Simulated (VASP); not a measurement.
# SnO2 in VASP: further runs, part 2 of 2

VASP 6.6.1.

### 3 Single point, r2SCAN

Contents of POSCAR:

```
SnO2
1.0
    4.8288090187      0.0000000000      0.0000000000
    0.0000000000      4.8288090187      0.0000000000
    0.0000000000      0.0000000000      3.0726823253
Sn O
2 4
Direct
    0.5000000000      0.5000000000      0.5000000000
    0.0000000000      0.0000000000      0.0000000000
    0.3043716102      0.3043716102      0.0000000000
    0.8043716102      0.1956283898      0.5000000000
    0.1956283898      0.8043716102      0.5000000000
    0.6956283898      0.6956283898      0.0000000000
```

Contents of INCAR.step1:

```
  PREC = Accurate
  ENCUT = 520
  ISMEAR = 0
  SIGMA = 0.02
  LREAL = F
  LASPH = T
  NELM = 80
  NBANDS = 35
  GGA = PE
  ALGO = Normal
  EDIFF = 1E-4
  LWAVE = T
  LCHARG = F
```

Contents of INCAR.step2:

```
  PREC = Accurate
  ENCUT = 520
  EDIFF = 1E-6
  ISMEAR = 0
  SIGMA = 0.02
  LREAL = F
  LASPH = T
  NELM = 80
  ALGO = Normal
  ISIF = 2
  LWAVE = F
  LCHARG = F
  METAGGA = R2SCAN
  LMIXTAU = T
  NBANDS = 35
  ISTART = 1
```

Contents of KPOINTS:

```
Automatic mesh
0
Gamma
  6 6 8
```

Potentials or basis: VASP PAW PBE potentials, release 64 (Sn_d, O).

Launch:

```
> cat potpaw_PBE.64/Sn_d/POTCAR potpaw_PBE.64/O/POTCAR > POTCAR
> cp INCAR.step1 INCAR
> mpirun -np 1 vasp_std > vasp.out
> cp INCAR.step2 INCAR
> mpirun -np 1 vasp_std > vasp.out
```

OUTCAR:

```text
PREC = Accurate
   ENCUT = 520
   EDIFF = 1E-6
   ISMEAR = 0
   LREAL = F
   LASPH = T
   NELM = 80
   ISIF = 2
   METAGGA = R2SCAN
   ISTART = 1

 ion  position               nearest neighbor table
   1  0.500  0.500  0.500-   3 2.04   6 2.04   3 2.04   6 2.04   5 2.08   4 2.08   2 3.74   2 3.74
                             2 3.74   2 3.74   2 3.74   2 3.74   2 3.74   2 3.74
   2  0.000  0.000  0.000-   4 2.04   5 2.04   4 2.04   5 2.04   3 2.08   6 2.08   1 3.74   1 3.74
                             1 3.74   1 3.74   1 3.74   1 3.74   1 3.74   1 3.74
   3  0.304  0.304  0.000-   1 2.04   1 2.04   2 2.08
   4  0.804  0.196  0.500-   2 2.04   2 2.04   1 2.08
   5  0.196  0.804  0.500-   2 2.04   2 2.04   1 2.08
   6  0.696  0.696  0.000-   1 2.04   1 2.04   2 2.08
[... 1123 lines left out ...]
  Total        0.4147862      0.4147862      7.3485170      0.0000000      0.0000000      0.0000000
  in kB        9.2754970      9.2754970    164.3283773      0.0000000      0.0000000      0.0000000
  external PRESSURE =      60.9597904 kB  Pullay stress =       0.0000000 kB

 VOLUME and BASIS-vectors are now :
 -----------------------------------------------------------------------------
  energy-cutoff  :      520.00
  volume of cell :       71.65
      direct lattice vectors                 reciprocal lattice vectors
     4.828809019  0.000000000  0.000000000     0.207090402  0.000000000  0.000000000
     0.000000000  4.828809019  0.000000000     0.000000000  0.207090402  0.000000000
     0.000000000  0.000000000  3.072682325     0.000000000  0.000000000  0.325448548

 POSITION                                       TOTAL-FORCE (eV/Angst)
 -----------------------------------------------------------------------------------
      2.41440      2.41440      1.53634         0.000000      0.000000      0.000000
      0.00000      0.00000      0.00000         0.000000      0.000000      0.000000
      1.46975      1.46975      0.00000        -0.041445     -0.041445      0.000000
      3.88416      0.94465      1.53634        -0.041445      0.041445      0.000000
      0.94465      3.88416      1.53634         0.041445     -0.041445      0.000000
      3.35906      3.35906      0.00000         0.041445      0.041445     -0.000000
 -----------------------------------------------------------------------------------
    total drift:                                0.000000      0.000000      0.000000

  FREE ENERGIE OF THE ION-ELECTRON SYSTEM (eV)
  ---------------------------------------------------
  free  energy   TOTEN  =       -84.4813448335 eV

  energy  without entropy=      -84.4813448335  energy(sigma->0) =      -84.48134483
```

OUTCAR.step1:

```text
PREC = Accurate
   ENCUT = 520
   ISMEAR = 0
   LREAL = F
[... 1154 lines left out ...]
      1.46975      1.46975      0.00000        -0.079633     -0.079633     -0.000000
      3.88416      0.94465      1.53634        -0.079633      0.079633      0.000000
      0.94465      3.88416      1.53634         0.079633     -0.079633     -0.000000
      3.35906      3.35906      0.00000         0.079633      0.079633      0.000000
 -----------------------------------------------------------------------------------
    total drift:                                0.000000      0.000000      0.000000

  FREE ENERGIE OF THE ION-ELECTRON SYSTEM (eV)
  ---------------------------------------------------
  free  energy   TOTEN  =       -37.0279062095 eV

  energy  without entropy=      -37.0279062095  energy(sigma->0) =      -37.02790621
```

It took 5.4 min on 1 thread of Intel Xeon 8259CL, shared host; peak memory 0.24 GiB.

Results:

- Free energy: -84.4813 eV
- Pressure: 6.1 GPa
- Largest force: 0.059 eV/Å
- Band gap on the k mesh: 2.07 eV

Forces on the atoms (eV/Å):
```
Sn   0.000  0.000  0.000
Sn   0.000  0.000  0.000
O   -0.041 -0.041  0.000
O   -0.041  0.041  0.000
O    0.041 -0.041  0.000
O    0.041  0.041  0.000
```

Levels at points of the mesh, in eV from the valence-band top:
| k point | band 22 | band 23 | band 24 | band 25 | band 26 | band 27 | band 28 | band 29 | band 30 | band 31 |
| --- | --- | --- | --- | --- | --- | --- | --- | --- | --- | --- |
| (0.00, 0.00, 0.00) | -1.07 | -1.07 | -0.87 | -0.87 | 0.00 | 2.07 | 7.51 | 7.51 | 7.54 | 10.94 |
| (0.50, 0.00, 0.00) | -2.08 | -1.04 | -1.04 | -0.68 | -0.68 | 5.19 | 5.19 | 8.36 | 8.36 | 11.71 |
| (0.50, 0.50, 0.00) | -1.99 | -1.13 | -1.13 | -1.05 | -1.05 | 5.80 | 5.80 | 8.63 | 8.63 | 11.67 |
| (0.00, 0.00, 0.50) | -2.66 | -1.68 | -1.68 | -1.29 | -1.29 | 7.04 | 7.04 | 10.40 | 10.40 | 11.85 |
| (0.50, 0.00, 0.50) | -1.75 | -1.18 | -1.18 | -0.80 | -0.80 | 7.26 | 7.26 | 8.61 | 8.61 | 12.59 |
| (0.50, 0.50, 0.50) | -2.55 | -1.01 | -1.01 | -0.95 | -0.95 | 5.50 | 5.50 | 9.74 | 9.74 | 12.07 |

Caveat: the stress differs along the axes, from 1 to 16 GPa; the PAW data sets were made with another functional, which shifts forces and pressure a little; spin-orbit coupling is left out, which moves the levels of the heavy elements.

### 4 Single point, r2SCAN

This run uses another cell than the first one, of 10.51 Å³/atom.

Contents of POSCAR:

```
SnO2
1.0
    4.4991728101      0.0000000000      0.0000000000
    0.0000000000      4.5006134949      0.0000000000
    0.0000000000      0.0000000000      3.1144519738
Sn O
2 4
Direct
    0.5000000000      0.5000000000      0.5000000000
    0.0000000000      0.0000000000      0.0000000000
    0.3046785172      0.3051666554      0.0000000000
    0.8046785172      0.1948333446      0.5000000000
    0.1953214828      0.8051666554      0.5000000000
    0.6953214828      0.6948333446      0.0000000000
```

Contents of INCAR.step1:

```
  PREC = Accurate
  ENCUT = 520
  ISMEAR = 0
  SIGMA = 0.02
  LREAL = False
  LASPH = True
  NELM = 100
  NBANDS = 35
  GGA = PE
  ALGO = Normal
  EDIFF = 1E-4
  LWAVE = True
  LCHARG = False
```

Contents of INCAR.step2:

```
  PREC = Accurate
  ENCUT = 520
  EDIFF = 1E-6
  ISMEAR = 0
  SIGMA = 0.02
  LREAL = False
  LASPH = True
  NELM = 100
  ALGO = Normal
  ISIF = 2
  LWAVE = False
  LCHARG = True
  METAGGA = R2SCAN
  LMIXTAU = True
  LELF = True
  LVHAR = True
  NBANDS = 35
  ISTART = 1
```

Contents of KPOINTS:

```
regular mesh
0
Gamma
  6 6 10
```

Potentials or basis: VASP PAW PBE potentials, release 64 (Sn_d, O).

Launch:

```
> cat potpaw_PBE.64/Sn_d/POTCAR potpaw_PBE.64/O/POTCAR > POTCAR
> cp INCAR.step1 INCAR
> mpirun -np 1 vasp_std > vasp.out
> cp INCAR.step2 INCAR
> mpirun -np 1 vasp_std > vasp.out
```

OUTCAR:

```text
PREC = Accurate
   ENCUT = 520
   EDIFF = 1E-6
   ISMEAR = 0
   LREAL = False
   LASPH = True
   NELM = 100
   ISIF = 2
   METAGGA = R2SCAN
   ISTART = 1

 ion  position               nearest neighbor table
   1  0.500  0.500  0.500-   4 1.94   5 1.94   3 1.99   6 1.99   3 1.99   6 1.99   2 3.54   2 3.54
                             2 3.54   2 3.54   2 3.54   2 3.54   2 3.54   2 3.54
   2  0.000  0.000  0.000-   3 1.94   6 1.94   5 1.99   4 1.99   4 1.99   5 1.99   1 3.54   1 3.54
                             1 3.54   1 3.54   1 3.54   1 3.54   1 3.54   1 3.54
   3  0.305  0.305  0.000-   2 1.94   1 1.99   1 1.99
   4  0.805  0.195  0.500-   1 1.94   2 1.99   2 1.99
   5  0.195  0.805  0.500-   1 1.94   2 1.99   2 1.99
   6  0.695  0.695  0.000-   2 1.94   1 1.99   1 1.99

  LATTYP: Found a simple orthorhombic cell.
 ALAT       =     3.1144519738
 B/A-ratio  =     1.4446113949
 C/A-ratio  =     1.4450739754

  Lattice vectors:

 A1 = (   0.0000000000,   0.0000000000,   3.1144519738)
 A2 = (   4.4991728101,   0.0000000000,   0.0000000000)
 A3 = (   0.0000000000,   4.5006134949,   0.0000000000)

Analysis of symmetry for initial positions (statically):
=====================================================================
 Subroutine PRICEL returns:
 Original cell was already a primitive cell.

 Routine SETGRP: Setting up the symmetry group for a
 simple orthorhombic supercell.

 Subroutine GETGRP returns: Found  8 space group operations
 (whereof  4 operations were pure point group operations)
 out of a pool of  8 trial point group operations.

The static configuration has the point symmetry C_2h.
 The point group associated with its full space group is D_2h.

Analysis of symmetry for dynamics (positions and initial velocities):
=====================================================================
 Subroutine PRICEL returns:
 Original cell was already a primitive cell.

 Routine SETGRP: Setting up the symmetry group for a
 simple orthorhombic supercell.

 Subroutine GETGRP returns: Found  8 space group operations
 (whereof  4 operations were pure point group operations)
[... 131 lines left out ...]
     AMIX_MAG =   1.60;   BMIX_MAG =  1.00
  volume/ion in A,a.u.               =      10.51        70.93
  Fermi-wavevector in a.u.,A,eV,Ry     =   1.535137  2.900989 32.064129  2.356647
  Thomas-Fermi vector in A             =   2.641968
   LORBIT       =      0    0 simple, 1 ext, 2 COOP (PROOUT), +10 PAW based schemes
   METAGGA = R2SCAN    functional components
   LHFCALC =     F    Hartree Fock is set to
   AEXX    =    0.0000 exact exchange contribution
   IVDW    =     0    specifies the selected vdW correction
   LEPSILON=     F    determine dielectric tensor
   LRPA    =     F    only Hartree local field effects (RPA)
 non-spin polarized calculation
 Gauss-broadening in eV      SIGMA  =   0.02
  energy-cutoff  :      520.00
  volume of cell :       63.06
 maximum number of plane-waves:      1716
 NGX is ok and might be reduce to    36
   NGX = 17   NGY = 17   NGZ = 11

 number of electron      52.0000003 magnetization

 Free energy of the ion-electron system (eV)
  ---------------------------------------------------
  ext. energy  EPLUGINS =         0.00000000
  ---------------------------------------------------
  free energy    TOTEN  =       -83.49430385 eV

  energy without entropy =      -83.49430385  energy(sigma->0) =      -83.49430385

 E-fermi :   7.4396     XC(G=0): -12.8033

 val. band max:        7.2745383441   @ k =   0.0000   0.0000   0.0000
 cond. band min:      10.8027383989   @ k =   0.0000   0.0000   0.0000
 fundamental gap:      3.5282000548
 Fermi energy:         7.4396266739

 k-point     1 :       0.0000    0.0000    0.0000
  band No.  band energies     occupation
      1     -14.8133      2.00000
      2     -13.8797      2.00000
      3     -13.1049      2.00000
      4     -12.8834      2.00000
      5     -12.8833      2.00000
      6     -12.8484      2.00000
[... 901 lines left out ...]
     34      21.2655      0.00000
     35      22.3629      0.00000

 [... further k-points ...]
[... 5 lines left out ...]
  --------------------------------------------------------------------------------------
  -------------------------------------------------------------------------------------
  Total       16.4967822     16.5004285     16.6841882     -0.0000000      0.0000000      0.0000000
  in kB      419.1059181    419.1985512    423.8670242     -0.0000000      0.0000000      0.0000000
  external PRESSURE =     420.7238312 kB  Pullay stress =       0.0000000 kB

 VOLUME and BASIS-vectors are now :
 -----------------------------------------------------------------------------
  energy-cutoff  :      520.00
  volume of cell :       63.06
      direct lattice vectors                 reciprocal lattice vectors
     4.499172810  0.000000000  0.000000000     0.222263079  0.000000000  0.000000000
     0.000000000  4.500613495  0.000000000     0.000000000  0.222191930  0.000000000
     0.000000000  0.000000000  3.114451974     0.000000000  0.000000000  0.321083776

 POSITION                                       TOTAL-FORCE (eV/Angst)
 -----------------------------------------------------------------------------------
      2.24959      2.25031      1.55723         0.000000      0.000000      0.000000
      0.00000      0.00000      0.00000         0.000000      0.000000      0.000000
      1.37080      1.37344      0.00000        -0.009756     -0.006352      0.000000
      3.62039      0.87687      1.55723        -0.009756      0.006352      0.000000
      0.87879      3.62374      1.55723         0.009756     -0.006352      0.000000
      3.12837      3.12718      0.00000         0.009756      0.006352      0.000000
 -----------------------------------------------------------------------------------
    total drift:                                0.000000      0.000000      0.000000

  FREE ENERGIE OF THE ION-ELECTRON SYSTEM (eV)
  ---------------------------------------------------
  free  energy   TOTEN  =       -83.4943038455 eV

  energy  without entropy=      -83.4943038455  energy(sigma->0) =      -83.49430385
```

OUTCAR.step1:

```text
PREC = Accurate
   ENCUT = 520
   ISMEAR = 0
   LREAL = False
   LASPH = True
[... 1154 lines left out ...]
      1.37080      1.37344      0.00000        -0.017271     -0.013026      0.000000
      3.62039      0.87687      1.55723        -0.017271      0.013026      0.000000
      0.87879      3.62374      1.55723         0.017271     -0.013026     -0.000000
      3.12837      3.12718      0.00000         0.017271      0.013026     -0.000000
 -----------------------------------------------------------------------------------
    total drift:                                0.000000      0.000000      0.000000

  FREE ENERGIE OF THE ION-ELECTRON SYSTEM (eV)
  ---------------------------------------------------
  free  energy   TOTEN  =       -35.6862753617 eV

  energy  without entropy=      -35.6862753617  energy(sigma->0) =      -35.68627536
```

OSZICAR.step1:

```text
N       E                     dE             d eps       ncg     rms          rms(c)
DAV:   1     0.640052660917E+03    0.64005E+03   -0.25804E+04  7631   0.243E+03
DAV:   2     0.548097511410E+02   -0.58524E+03   -0.55038E+03  7216   0.615E+02
DAV:   3    -0.378705034678E+02   -0.92680E+02   -0.91286E+02  7228   0.208E+02
DAV:   4    -0.422851060041E+02   -0.44146E+01   -0.43869E+01  8472   0.487E+01
DAV:   5    -0.423951428631E+02   -0.11004E+00   -0.10990E+00  8483   0.800E+00    0.177E+01
DAV:   6    -0.355868414390E+02    0.68083E+01   -0.17538E+01 10843   0.642E+01    0.719E+00
DAV:   7    -0.357139453207E+02   -0.12710E+00   -0.24071E+00  7923   0.901E+00    0.351E+00
DAV:   8    -0.356927424298E+02    0.21203E-01   -0.17002E-01  9545   0.615E+00    0.862E-01
DAV:   9    -0.356855963616E+02    0.71461E-02   -0.36730E-02 11236   0.369E+00    0.162E-01
DAV:  10    -0.356861595386E+02   -0.56318E-03   -0.50581E-03  7833   0.492E-01    0.101E-01
DAV:  11    -0.356862776209E+02   -0.11808E-03   -0.35564E-04  7502   0.165E-01    0.193E-02
DAV:  12    -0.356862753617E+02    0.22592E-05   -0.33273E-05  4446   0.710E-02
   1 F= -.35686275E+02 E0= -.35686275E+02  d E =-.159443E-35
```

Wall time 20 min (1 thread of Oxide Virtual Turin-like, shared host); peak memory 0.26 GiB.

Results:

- Free energy: -83.4943 eV
- Pressure: 42.1 GPa
- Largest force: 0.012 eV/Å
- Band gap on the k mesh: 3.53 eV

Forces in eV/Å, atoms in the order of the input:
```
Sn   0.000  0.000  0.000
Sn   0.000  0.000  0.000
O   -0.010 -0.006  0.000
O   -0.010  0.006  0.000
O    0.010 -0.006  0.000
O    0.010  0.006  0.000
```

Caveat: the cell stands under pressure; the PAW data sets were made with another functional, which shifts forces and pressure a little; spin-orbit coupling is left out, which moves the levels of the heavy elements.
